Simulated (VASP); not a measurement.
# PdPt2S6 (P-31m) in VASP: a series of runs, part 2 of 2

VASP 6.6.1. The steps go on from the part before.

## 3. Single point, PBE

Contents of INCAR:

```
SYSTEM = PdPt2S6
PREC     = Accurate       ! precision mode
ENCUT    = 520            ! plane-wave cutoff, eV
EDIFF    = 1E-6           ! SCF threshold, eV
ISMEAR   = 0              ! smearing method
SIGMA    = 0.02           ! smearing width, eV
LREAL    = .FALSE.        ! projectors in reciprocal space
LASPH    = .TRUE.         ! aspherical terms in the spheres
NELM     = 100            ! most SCF steps
ALGO     = Normal         ! electronic algorithm
ISIF     = 2              ! what is computed and relaxed
LWAVE    = .FALSE.        ! write WAVECAR
LCHARG   = .TRUE.         ! write CHGCAR
GGA      = PE             ! functional
LELF     = .TRUE.         ! ELF
LVHAR    = .TRUE.       
NBANDS   = 43             ! bands
```

Contents of KPOINTS:

```
regular mesh
0
G
  6 6 4
  0 0 0
```

Contents of POSCAR:

```
PdPt2S6
1.0
    6.1846191769      0.0000000000      0.0000000000
   -3.0923095885      5.3560373200      0.0000000000
    0.0000000000      0.0000000000      6.3169112000
Pd Pt S
1 2 6
Direct
    0.0000000000      0.0000000000      0.0000000000
    0.6666666667      0.3333333333      0.0000000000
    0.3333333333      0.6666666667      0.0000000000
    0.0000000000      0.3337650000      0.1949000000
    0.6662350000      0.6662350000      0.1949000000
    0.3337650000      0.0000000000      0.1949000000
    0.3337650000      0.3337650000      0.8051000000
    0.0000000000      0.6662350000      0.8051000000
    0.6662350000      0.0000000000      0.8051000000
```

Potentials or basis: VASP PAW PBE potentials, release 64 (Pd, Pt, S).

The run is started by

```bash
cat potpaw_PBE.64/Pd/POTCAR potpaw_PBE.64/Pt/POTCAR potpaw_PBE.64/S/POTCAR > POTCAR
mpirun -np 1 vasp_std > vasp.out
```

OUTCAR:

```text
SYSTEM = PdPt2S6
   PREC = Accurate
   ENCUT = 520
   EDIFF = 1E-6
   ISMEAR = 0
   LREAL = .FALSE.
   LASPH = .TRUE.
   NELM = 100
   ISIF = 2
   GGA = PE

 ion  position               nearest neighbor table
   1  0.000  0.000  0.000-   6 2.40   9 2.40   7 2.40   5 2.40   8 2.40   4 2.40
   2  0.667  0.333  0.000-   4 2.40   9 2.40   8 2.40   6 2.40   7 2.40   5 2.40
   3  0.333  0.667  0.000-   8 2.40   6 2.40   4 2.40   9 2.40   5 2.40   7 2.40
   4  0.000  0.334  0.195-   2 2.40   3 2.40   1 2.40
   5  0.666  0.666  0.195-   3 2.40   2 2.40   1 2.40
   6  0.334  0.000  0.195-   3 2.40   2 2.40   1 2.40
   7  0.334  0.334  0.805-   2 2.40   3 2.40   1 2.40
   8  0.000  0.666  0.805-   3 2.40   2 2.40   1 2.40
   9  0.666  0.000  0.805-   2 2.40   3 2.40   1 2.40

  LATTYP: Found a hexagonal cell.
 ALAT       =     6.1846191769
 C/A-ratio  =     1.0213904881

  Lattice vectors:

 A1 = (   6.1846191769,   0.0000000000,   0.0000000000)
 A2 = (  -3.0923095885,   5.3560373200,   0.0000000000)
 A3 = (   0.0000000000,   0.0000000000,   6.3169112000)

[... 195 lines left out ...]
 k-point     1 :       0.0000    0.0000    0.0000
  band No.  band energies     occupation
      1     -10.6550      2.00000
      2      -8.8683      2.00000
      3      -8.8683      2.00000
      4      -8.8102      2.00000
      5      -8.8102      2.00000
      6      -8.5175      2.00000
[... 1093 lines left out ...]
     42       9.5228      0.00000
     43      10.5390      0.00000

------------------------ aborting loop because EDIFF is reached ----------------------------------------

  FORCE on cell =-STRESS in cart. coord.  units (eV):
  Direction    XX          YY          ZZ          XY          YZ          ZX
  --------------------------------------------------------------------------------------
  -------------------------------------------------------------------------------------
  Total       -0.4858357     -0.4858357     -0.2694250      0.0000000      0.0000000      0.0000000
  in kB       -3.7199638     -3.7199638     -2.0629426      0.0000000      0.0000000      0.0000000
  external PRESSURE =      -3.1676234 kB  Pullay stress =       0.0000000 kB

 VOLUME and BASIS-vectors are now :
 -----------------------------------------------------------------------------
  energy-cutoff  :      520.00
  volume of cell :      209.25
      direct lattice vectors                 reciprocal lattice vectors
     6.184619177  0.000000000  0.000000000     0.161691443  0.093352598  0.000000000
    -3.092309589  5.356037320  0.000000000     0.000000000  0.186705196  0.000000000
     0.000000000  0.000000000  6.316911200     0.000000000  0.000000000  0.158305217

 POSITION                                       TOTAL-FORCE (eV/Angst)
 -----------------------------------------------------------------------------------
      0.00000      0.00000      0.00000         0.000000      0.000000      0.000000
      3.09231      1.78535      0.00000         0.000000      0.000000      0.000000
     -0.00000      3.57069      0.00000        -0.000000      0.000000     -0.000000
     -1.03210      1.78766      1.23117        -0.004461      0.007726     -0.033140
      2.06020      3.56838      1.23117        -0.004461     -0.007726     -0.033140
      2.06421      0.00000      1.23117         0.008922      0.000000     -0.033140
      1.03210      1.78766      5.08575         0.004461      0.007726      0.033140
     -2.06020      3.56838      5.08575         0.004461     -0.007726      0.033140
      4.12041      0.00000      5.08575        -0.008922      0.000000      0.033140
 -----------------------------------------------------------------------------------
    total drift:                               -0.000000      0.000000      0.000000

  FREE ENERGIE OF THE ION-ELECTRON SYSTEM (eV)
  ---------------------------------------------------
  free  energy   TOTEN  =       -44.9247219574 eV

  energy  without entropy=      -44.9247219574  energy(sigma->0) =      -44.92472196
```

stdout:

```text
POSCAR found type information on POSCAR PdPtS
 POSCAR found :  3 types and       9 ions
 scaLAPACK will be used
 LDA part: xc-table for (Slater+PW92), standard interpolation
 POSCAR, INCAR and KPOINTS ok, starting setup
 FFT: planning ... GRIDC
 FFT: planning ... GRID_SOFT
 FFT: planning ... GRID
 WAVECAR not read
 entering main loop
```

Run time: 2.8 min. Hardware: 1 thread of Intel Xeon Platinum 8375C at 2.90GHz (Ice Lake), shared host; peak memory 0.45 GiB.

What came out:

```
Free energy            : -44.9247 eV
Pressure               : -0.3 GPa
Largest force          : 0.034 eV/Å
Band gap on the k mesh : 1.17 eV (least direct gap 1.31 eV)
```

Forces on the atoms (eV/Å):
```
Pd   0.000  0.000  0.000
Pt   0.000  0.000  0.000
Pt   0.000  0.000  0.000
S   -0.004  0.008 -0.033
S   -0.004 -0.008 -0.033
S    0.009  0.000 -0.033
S    0.004  0.008  0.033
S    0.004 -0.008  0.033
S   -0.009  0.000  0.033
```

Levels at points of the mesh, in eV from the valence-band top:
```csv
k point,band 30,band 31,band 32,band 33,band 34,band 35,band 36,band 37
"(0.00, 0.00, 0.00)",-0.86,-0.40,-0.40,-0.38,1.29,1.29,1.80,1.80
"(0.50, 0.00, 0.00)",-0.96,-0.78,-0.18,0.00,1.35,1.59,1.85,2.15
"(0.00, 0.00, 0.50)",-0.97,-0.83,-0.42,-0.42,1.59,1.59,2.12,2.12
"(0.50, 0.00, 0.50)",-0.85,-0.55,-0.49,-0.32,1.31,1.51,1.83,2.02
```

Caveat: spin-orbit coupling is left out, which moves the levels of the heavy elements; this functional lacks dispersion, which binds layers or chains, so the pressure and a relaxed spacing across them are unreliable. A k mesh can miss the band edges.

## 4. Single point, PBEsol

Contents of INCAR:

```
SYSTEM = PdPt2S6
  ALGO = Normal
  EDIFF = 1E-6
  ENCUT = 520
  GGA = PS
  ISIF = 2
  ISMEAR = 0
  LASPH = .True.
  LCHARG = .True.
  LELF = .True.
  LREAL = .False.
  LVHAR = .True.
  LWAVE = .False.
  NBANDS = 43
  NELM = 80
  PREC = Accurate
  SIGMA = 0.02
```

Contents of KPOINTS:

```
k-points
0
Gamma
  6 6 4
  0 0 0
```

POSCAR is that of step 3.

The run is started by

```bash
cat potpaw_PBE.64/Pd/POTCAR potpaw_PBE.64/Pt/POTCAR potpaw_PBE.64/S/POTCAR > POTCAR
mpirun -np 1 vasp_std > vasp.out
```

It took 3 min on 1 thread of Intel Xeon Platinum 8375C at 2.90GHz (Ice Lake), shared host; peak memory 0.45 GiB.

Results (log left out):

| Property | Result |
| --- | --- |
| Free energy | -49.2313 eV |
| Pressure | -3.8 GPa |
| Largest force | 0.426 eV/Å |
| Band gap on the k mesh | 1.13 eV (least direct gap 1.27 eV) |

Forces in eV/Å, atoms in the order of the input:
```
Pd   0.000  0.000  0.000
Pt   0.000  0.000  0.000
Pt   0.000  0.000  0.000
S   -0.004  0.008 -0.425
S   -0.004 -0.008 -0.425
S    0.009  0.000 -0.425
S    0.004  0.008  0.425
S    0.004 -0.008  0.425
S   -0.009  0.000  0.425
```

Stress tensor (GPa, compression positive):
```
-4.24  0.00  0.00
 0.00 -4.24  0.00
 0.00  0.00 -2.81
```

Levels at points of the mesh, in eV from the valence-band top:
```csv
k point,band 30,band 31,band 32,band 33,band 34,band 35,band 36,band 37
"(0.00, 0.00, 0.00)",-0.87,-0.41,-0.41,-0.39,1.26,1.26,1.76,1.76
"(0.50, 0.00, 0.00)",-0.98,-0.80,-0.17,0.00,1.32,1.58,1.81,2.12
"(0.00, 0.00, 0.50)",-0.98,-0.85,-0.43,-0.43,1.57,1.57,2.09,2.09
"(0.50, 0.00, 0.50)",-0.85,-0.56,-0.50,-0.33,1.28,1.49,1.79,1.98
```

Caveat: the cell stands under tension; the PAW data sets were made with another functional, which shifts forces and pressure a little; spin-orbit coupling is left out, which moves the levels of the heavy elements; this functional lacks dispersion, which binds layers or chains, so the pressure and a relaxed spacing across them are unreliable.

## 5. The runs side by side

| level | k mesh | smearing | gap on the mesh (eV) | pressure (GPa) | largest force (eV/Å) |
| --- | --- | --- | --- | --- | --- |
| PBE | 3 × 3 × 4 | gaussian 0.1 eV | 1.33 | -0.3 | 0.04 |
| PBE | 6 × 6 × 4 | gaussian 0.02 eV | 1.17 | -0.3 | 0.03 |
| PBEsol | 6 × 6 × 4 | gaussian 0.02 eV | 1.13 | -3.8 | 0.43 |

Alike in all rows: task single point; potentials or basis VASP PAW PBE potentials, release 64 (Pd, Pt, S); no spin polarisation; cell as given; cutoff (eV) 520.

On the cell as given the gap runs from 1.13 eV (PBEsol) to 1.33 eV (PBE); the meshes differ, which moves gaps too. The pressure there spans -3.8 GPa (PBEsol) to -0.3 GPa (PBE); a positive pressure means that this level wants a larger cell, a negative one a smaller.

Caveats: spin-orbit coupling is left out, which moves the levels of the heavy elements; this functional lacks dispersion, which binds layers or chains, so the pressure and a relaxed spacing across them are unreliable; the cell stands under tension (at least some runs); the PAW data sets were made with another functional, which shifts forces and pressure a little (at least some runs).

Total energies depend on the potentials used, so only differences within one code and one set of settings carry meaning.
